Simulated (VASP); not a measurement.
Write the native input for VASP 6.6.1 that does the following.

- Task: single point
- Functional: PBE
- Potentials or basis: VASP PAW PBE potentials, release 64 (Ga_d, B, Sb)
- Cutoff: 520 eV
- k mesh: 6 × 4 × 2
- Occupations: gaussian, width 0.2 eV
- Spin: no spin polarisation
- Dipole correction: no
- Further INCAR settings: ALGO = Normal; EDIFF = 1e-07; NBANDS = 64

The structure of Ga3BSb2 lies in POSCAR:

```
Ga3BSb2
1.0
    1.8761729870     -3.2496269373      0.0000000000
   -5.6285189610     -3.2496269373      0.0000000000
    0.0000000000      0.0000000000    -10.7735721428
Ga B Sb
6 2 4
Direct
    0.0000000000      0.6666666667      0.9193014713
    0.5000000000      0.1666666667      0.9193014713
    0.0000000000      0.6666666667      0.5656695660
    0.5000000000      0.1666666667      0.5656695660
    0.0000000000      1.0000000000      0.4120327163
    0.5000000000      0.5000000000      0.4120327163
    0.5000000000      0.5000000000      0.2184009635
    0.0000000000      1.0000000000      0.2184009635
    0.5000000000      0.8333333333      0.1497793333
    0.0000000000      0.3333333333      0.1497793333
    0.5000000000      0.8333333333      0.7348159296
    0.0000000000      0.3333333333      0.7348159296
```

These files were run (other wordings do the same):

INCAR

```
SYSTEM = Ga3BSb2
PREC     = Accurate       ! precision mode
ENCUT    = 520            ! plane-wave cutoff, eV
EDIFF    = 1E-7           ! SCF threshold, eV
ISMEAR   = 0              ! smearing method
SIGMA    = 0.2            ! smearing width, eV
LREAL    = .FALSE.        ! projectors in reciprocal space
LASPH    = .TRUE.         ! aspherical terms in the spheres
NELM     = 60             ! most SCF steps
ALGO     = Normal         ! electronic algorithm
ISIF     = 2              ! what is computed and relaxed
LWAVE    = .FALSE.        ! write WAVECAR
LCHARG   = .TRUE.         ! write CHGCAR
GGA      = PE             ! functional
LELF     = .TRUE.         ! ELF
LVHAR    = .TRUE.       
NBANDS   = 64             ! bands
```

KPOINTS

```
regular mesh
0
G
  6 4 2
  0 0 0
```

Potentials or basis: VASP PAW PBE potentials, release 64 (Ga_d, B, Sb).

The run is started by

```bash
$ cat potpaw_PBE.64/Ga_d/POTCAR potpaw_PBE.64/B/POTCAR potpaw_PBE.64/Sb/POTCAR > POTCAR
$ mpirun -np 1 vasp_std > vasp.out
```

It gave:

The pressure is 0.3 GPa, the largest force is 0.118 eV/Å and the band gap on the k mesh is zero (bands 52 and 53 overlap by 2.29 eV).

Caveat: spin-orbit coupling is left out, which moves the levels of the heavy elements.

Run time: 6.6 min on 1 thread of AMD EPYC 7R13 Processor (Zen 3), with other jobs on the host, peak memory 0.49 GiB.
